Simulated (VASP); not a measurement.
# AlP (F-43m) in VASP: single point with PBE

Aim: the single point of AlP with PBE.

Program: VASP 6.6.1. These are calculated values, not measurements. Logs are shortened: lines on timing, memory, paths and dates and some standing lists are left out, and cuts for length are marked.

## (1) The cell of the first run

It takes space group F-43m (No. 216, cubic). The conventional cell has a = 5.473 Å, b = 5.473 Å, c = 5.473 Å, α = 90.00°, β = 90.00°, γ = 90.00°. Within 3.1 Å of Al (site symmetry -43m) lie 4 P at 2.37 Å. Within 3.1 Å of P (site symmetry -43m) lie 4 Al at 2.37 Å.

## (2) Single point, PBE

Input file INCAR:

```
PREC = Accurate
ENCUT = 500
EDIFF = 1E-6
ISMEAR = 0
SIGMA = 0.1
LREAL = F
LASPH = T
NELM = 120
ALGO = Normal
ISIF = 2
LWAVE = F
LCHARG = F
GGA = PE
NBANDS = 11
GGA_COMPAT = F
```

Input file KPOINTS:

```
Automatic mesh
0
Gamma
  6 6 6
```

Input file POSCAR:

```
AlP
1.0
    0.0000000000      2.7364840000      2.7364840000
    2.7364840000      0.0000000000      2.7364840000
    2.7364840000      2.7364840000      0.0000000000
Al P
1 1
Direct
    0.0000000000      0.0000000000      0.0000000000
    0.7500000000      0.7500000000      0.7500000000
```

Potentials or basis: VASP PAW PBE potentials, release 64 (Al, P).

On the command line:

```console
$ cat potpaw_PBE.64/Al/POTCAR potpaw_PBE.64/P/POTCAR > POTCAR
$ mpirun -np 1 vasp_std > vasp.out
```

OUTCAR:

```text
PREC = Accurate
   ENCUT = 500
   EDIFF = 1E-6
   ISMEAR = 0
   LREAL = F
   LASPH = T
   NELM = 120
   ISIF = 2
   GGA = PE

 ion  position               nearest neighbor table
   1  0.000  0.000  0.000-   2 2.37   2 2.37   2 2.37   2 2.37
   2  0.750  0.750  0.750-   1 2.37   1 2.37   1 2.37   1 2.37

  LATTYP: Found a face centered cubic cell.
 ALAT       =     5.4729680000

  Lattice vectors:

 A1 = (   0.0000000000,   2.7364840000,   2.7364840000)
 A2 = (   2.7364840000,   0.0000000000,   2.7364840000)
 A3 = (   2.7364840000,   2.7364840000,   0.0000000000)

Analysis of symmetry for initial positions (statically):
[... 5 lines left out ...]
 face centered cubic supercell.

 Subroutine GETGRP returns: Found 24 space group operations
 (whereof 24 operations were pure point group operations)
 out of a pool of 48 trial point group operations.

The static configuration has the point symmetry T_d .

Analysis of symmetry for dynamics (positions and initial velocities):
[... 5 lines left out ...]
 face centered cubic supercell.

 Subroutine GETGRP returns: Found 24 space group operations
 (whereof 24 operations were pure point group operations)
 out of a pool of 48 trial point group operations.

The dynamic configuration has the point symmetry T_d .

 Subroutine INISYM returns: Found 24 space group operations
 (whereof 24 operations are pure point group operations),
 and found     1 'primitive' translations

----------------------------------------------------------------------------------------

                                     Primitive cell

  volume of cell :      40.9835

  direct lattice vectors                    reciprocal lattice vectors
     0.000000000  2.736484000  2.736484000    -0.182716215  0.182716215  0.182716215
     2.736484000  0.000000000  2.736484000     0.182716215 -0.182716215  0.182716215
     2.736484000  2.736484000  0.000000000     0.182716215  0.182716215 -0.182716215

  length of vectors
     3.869972786  3.869972786  3.869972786     0.316473768  0.316473768  0.316473768

  position of ions in fractional coordinates (direct lattice)
     0.000000000  0.000000000  0.000000000
     0.750000000  0.750000000  0.750000000

  ion indices of the primitive-cell ions
   primitive index   ion index
                 1           1
                 2           2

----------------------------------------------------------------------------------------

 KPOINTS: Automatic mesh

Automatic generation of k-mesh.
 Grid dimensions read from file:
 generate k-points for:    6    6    6

 Generating k-lattice:

  Cartesian coordinates                     Fractional coordinates (reciprocal lattice)
    -0.030452703  0.030452703  0.030452703     0.166666667  0.000000000  0.000000000
     0.030452703 -0.030452703  0.030452703     0.000000000  0.166666667  0.000000000
     0.030452703  0.030452703 -0.030452703     0.000000000  0.000000000  0.166666667

  Length of vectors
     0.052745628  0.052745628  0.052745628

  Shift w.r.t. Gamma in fractional coordinates (k-lattice)
     0.000000000  0.000000000  0.000000000

 Subroutine IBZKPT returns following result:
 ===========================================

 Found     16 irreducible k-points:

 Following reciprocal coordinates:
            Coordinates               Weight
  0.000000  0.000000  0.000000      1.000000
  0.166667  0.000000  0.000000      8.000000
  0.333333  0.000000  0.000000      8.000000
  0.500000  0.000000  0.000000      4.000000
  0.166667  0.166667  0.000000      6.000000
  0.333333  0.166667  0.000000     24.000000
[... 8 lines left out ...]
 -0.333333  0.333333  0.166667     24.000000
 -0.333333  0.500000  0.166667     12.000000
   k-points           NKPTS =     16   k-points in BZ     NKDIM =     16   number of bands    NBANDS=     11
   number of dos      NEDOS =    301   number of ions     NIONS =      2
   total plane-waves  NPLWV =  21952
   dimension x,y,z NGX =    28 NGY =   28 NGZ =   28
   dimension x,y,z NGXF=    56 NGYF=   56 NGZF=   56
   ions per type =               1   1
   NGX,Y,Z   is equivalent  to a cutoff of  12.03, 12.03, 12.03 a.u.
   NGXF,Y,Z  is equivalent  to a cutoff of  24.06, 24.06, 24.06 a.u.
 SYSTEM =  unknown system
   PREC   = accura    normal or accurate (medium, high low for compatibility)
   ISTART =      0    job   : 0-new  1-cont  2-samecut
   ICHARG =      2    charge: 1-file 2-atom 10-const
   ISPIN  =      1    spin polarized calculation?
   LNONCOLLINEAR =      F non collinear calculations
   LSORBIT =      F    spin-orbit coupling
   LASPH  =      T    aspherical Exc in radial PAW
   ENCUT  =  500.0 eV  36.75 Ry    6.06 a.u.   7.06  7.06  7.06*2*pi/ulx,y,z
   NELM   =    120;   NELMIN=  2; NELMDL= -5     # of ELM steps
   EDIFF  = 0.1E-05   stopping-criterion for ELM
   LREAL  =      F    real-space projection
   EDIFFG = 0.1E-04   stopping-criterion for IOM
   NSW    =      0    number of steps for IOM
   IBRION =     -1    ionic relax: 0-MD 1-quasi-New 2-CG
   NFREE  =      0    steps in history (QN), initial steepest desc. (CG)
   ISIF   =      2    stress and relaxation
   ISYM   =      2    0-nonsym 1-usesym 2-fastsym
   POTIM  = 0.5000    time-step for ionic-motion
   TEBEG  =    0.0;   TEEND  =   0.0 temperature during run
   PSTRESS=    0.0 pullay stress
   NELECT =       8.0000    total number of electrons
   NUPDOWN=      -1.0000    fix difference up-down
   EMIN   =  10.00;   EMAX   =-10.00  energy-range for DOS
   EFERMI =   0.00;   METHOD = LEGACY
   ISMEAR =     0;   SIGMA  =   0.10  broadening in eV -4-tet -1-fermi 0-gaus
   EFERMI_NEDOS =   21; number of points for ismear=-14 and -15
   IALGO  =     38    algorithm
   IMIX   =      4    mixing-type and parameters
     AMIX     =   0.40;   BMIX     =  1.00
     AMIX_MAG =   1.60;   BMIX_MAG =  1.00
  volume/ion in A,a.u.               =      20.49       138.29
  Fermi-wavevector in a.u.,A,eV,Ry     =   0.949661  1.794599 12.270495  0.901856
  Thomas-Fermi vector in A             =   2.077965
   LORBIT       =      0    0 simple, 1 ext, 2 COOP (PROOUT), +10 PAW based schemes
   GGA     = PE    functional components
   LHFCALC =     F    Hartree Fock is set to
   AEXX    =    0.0000 exact exchange contribution
   IVDW    =     0    specifies the selected vdW correction
   LEPSILON=     F    determine dielectric tensor
   LRPA    =     F    only Hartree local field effects (RPA)
 non-spin polarized calculation
 Gauss-broadening in eV      SIGMA  =   0.10
  energy-cutoff  :      500.00
  volume of cell :       40.98
 maximum number of plane-waves:      1056
   NGX = 15   NGY = 15   NGZ = 15

 number of electron       8.0000001 magnetization

 Free energy of the ion-electron system (eV)
  ---------------------------------------------------
  ext. energy  EPLUGINS =         0.00000000
  ---------------------------------------------------
  free energy    TOTEN  =       -10.36562038 eV

  energy without entropy =      -10.36562038  energy(sigma->0) =      -10.36562038

 E-fermi :   4.9314     XC(G=0):  -9.1793

 val. band max:        4.5198928189   @ k =   0.0000   0.0000   0.0000
 cond. band min:       6.1104818251   @ k =   0.5000   0.5000   0.0000
 fundamental gap:      1.5905890061
 Fermi energy:         4.9314428658

 k-point     1 :       0.0000    0.0000    0.0000
  band No.  band energies     occupation
      1      -6.9453      2.00000
      2       4.5199      2.00000
      3       4.5199      2.00000
      4       4.5199      2.00000
      5       7.7641      0.00000
      6       9.0686      0.00000
      7       9.0686      0.00000
      8       9.0686      0.00000
      9      13.3441      0.00000
     10      13.3441      0.00000
     11      14.7588      0.00000

 k-point     2 :       0.1667    0.0000    0.0000
  band No.  band energies     occupation
      1      -6.6447      2.00000
      2       2.6538      2.00000
      3       4.2789      2.00000
      4       4.2789      2.00000
      5       8.1121      0.00000
      6       9.5009      0.00000
      7       9.5009      0.00000
      8      10.1442      0.00000
      9      12.7074      0.00000
     10      12.7074      0.00000
     11      15.3475      0.00000

 k-point     3 :       0.3333    0.0000    0.0000
  band No.  band energies     occupation
      1      -5.8627      2.00000
      2       0.2036      2.00000
      3       3.9094      2.00000
      4       3.9094      2.00000
      5       7.5448      0.00000
      6       9.5591      0.00000
      7       9.5591      0.00000
      8      12.4166      0.00000
      9      13.6319      0.00000
     10      13.6319      0.00000
     11      14.8126      0.00000

 k-point     4 :       0.5000    0.0000    0.0000
  band No.  band energies     occupation
      1      -5.2831      2.00000
      2      -0.9778      2.00000
      3       3.7603      2.00000
      4       3.7603      2.00000
      5       7.3067      0.00000
      6       9.3347      0.00000
      7       9.3347      0.00000
      8      12.7733      0.00000
      9      16.0271      0.00000
     10      16.0271      0.00000
     11      16.3040      0.00000
[... 127 lines left out ...]
 k-point    14 :       0.5000    0.3333    0.1667
  band No.  band energies     occupation
      1      -5.2439      2.00000
      2       0.1129      2.00000
      3       1.8659      2.00000
      4       2.9419      2.00000
      5       8.3726      0.00000
      6       9.3421      0.00000
      7      10.0040      0.00000
      8      12.7118      0.00000
      9      13.8387      0.00000
     10      15.9686      0.00000
     11      17.8512      0.00000

 k-point    15 :      -0.3333    0.3333    0.1667
  band No.  band energies     occupation
      1      -4.7897      2.00000
      2      -0.4489      2.00000
      3       1.4152      2.00000
      4       2.5542      2.00000
      5       8.5672      0.00000
      6       9.4765      0.00000
      7      11.3802      0.00000
      8      12.1588      0.00000
      9      13.3679      0.00000
     10      16.4153      0.00000
     11      17.3925      0.00000

 k-point    16 :      -0.3333    0.5000    0.1667
  band No.  band energies     occupation
      1      -4.5906      2.00000
      2      -0.5027      2.00000
      3       1.6350      2.00000
      4       1.8752      2.00000
      5       7.8386      0.00000
      6       8.8209      0.00000
      7      12.1476      0.00000
      8      12.4945      0.00000
      9      15.7184      0.00000
     10      16.4359      0.00000
     11      17.7446      0.00000

------------------------ aborting loop because EDIFF is reached ----------------------------------------

  FORCE on cell =-STRESS in cart. coord.  units (eV):
  Direction    XX          YY          ZZ          XY          YZ          ZX
  --------------------------------------------------------------------------------------
  -------------------------------------------------------------------------------------
  Total        0.4028797      0.4028797      0.4028797      0.0000000      0.0000000      0.0000000
  in kB       15.7498797     15.7498797     15.7498797      0.0000000      0.0000000      0.0000000
  external PRESSURE =      15.7498797 kB  Pullay stress =       0.0000000 kB

 VOLUME and BASIS-vectors are now :
 -----------------------------------------------------------------------------
  energy-cutoff  :      500.00
  volume of cell :       40.98
      direct lattice vectors                 reciprocal lattice vectors
     0.000000000  2.736484000  2.736484000    -0.182716215  0.182716215  0.182716215
     2.736484000  0.000000000  2.736484000     0.182716215 -0.182716215  0.182716215
     2.736484000  2.736484000  0.000000000     0.182716215  0.182716215 -0.182716215

 POSITION                                       TOTAL-FORCE (eV/Angst)
 -----------------------------------------------------------------------------------
      0.00000      0.00000      0.00000         0.000000     -0.000000     -0.000000
      4.10473      4.10473      4.10473         0.000000      0.000000      0.000000
 -----------------------------------------------------------------------------------
    total drift:                               -0.000000     -0.000000     -0.000000

  FREE ENERGIE OF THE ION-ELECTRON SYSTEM (eV)
  ---------------------------------------------------
  free  energy   TOTEN  =       -10.3656203824 eV

  energy  without entropy=      -10.3656203823  energy(sigma->0) =      -10.36562038
```

Wall time 8.7 s (1 thread of Intel Xeon 8259CL, shared host); peak memory 0.15 GiB.

Results:

| Item | Value |
| --- | --- |
| Free energy | -10.3656 eV |
| Pressure | 1.6 GPa |
| Band gap on the k mesh | 1.59 eV, indirect (least direct gap 3.24 eV) |

A k mesh can miss the band edges. A hybrid or GW would open this gap; PBE tends to underestimate it.
